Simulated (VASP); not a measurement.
A run of VASP 6.6.1 is set up as follows.

POSCAR

```
BAs
1.0
    2.9570103300      0.0000000000      0.0000000000
    0.0000000000      2.9570103300      0.0000000000
    0.0000000000      0.0000000000      2.9570103300
B As
1 1
Direct
    0.5000000000      0.5000000000      0.5000000000
    0.0000000000      0.0000000000      0.0000000000
```

Contents of INCAR.step1:

```
PREC = Accurate
ENCUT = 520
EDIFF = 1E-5
ISMEAR = -1
SIGMA = 0.05
LREAL = False
LASPH = True
NELM = 60
ALGO = Normal
ISIF = 2
LWAVE = True
NBANDS = 11
GGA = PE
```

The input INCAR.step2:

```
PREC = Accurate
ENCUT = 520
EDIFF = 1E-6
ISMEAR = -1
SIGMA = 0.05
LREAL = False
LASPH = True
NELM = 60
ALGO = Normal
ISIF = 2
LWAVE = False
LCHARG = True
GGA = B3
LHFCALC = True
AEXX = 0.2
AGGAX = 0.72
AGGAC = 0.81
ALDAC = 0.19
PRECFOCK = Normal
LELF = True
LVHAR = True
NBANDS = 11
ISTART = 1
```

Contents of KPOINTS:

```
Automatic mesh
0
Gamma
  5 5 5
```

Potentials or basis: VASP PAW PBE potentials, release 64 (B, As).

Command:

```console
$ cat potpaw_PBE.64/B/POTCAR potpaw_PBE.64/As/POTCAR > POTCAR
$ cp INCAR.step1 INCAR
$ mpirun -np 1 vasp_std > vasp.out
$ cp INCAR.step2 INCAR
$ mpirun -np 1 vasp_std > vasp.out
```

Question: Estimate the pressure.

Answer: -0.4 GPa.

Question: Predict the band gap on the k mesh.

Answer: Zero (band 4 reaches 9.15 eV, above the bottom of band 5 at 4.62 eV).

Caveat: the k points lie up to 0.42 Å⁻¹ apart; the PAW data sets were made with another functional, which shifts forces and pressure a little.
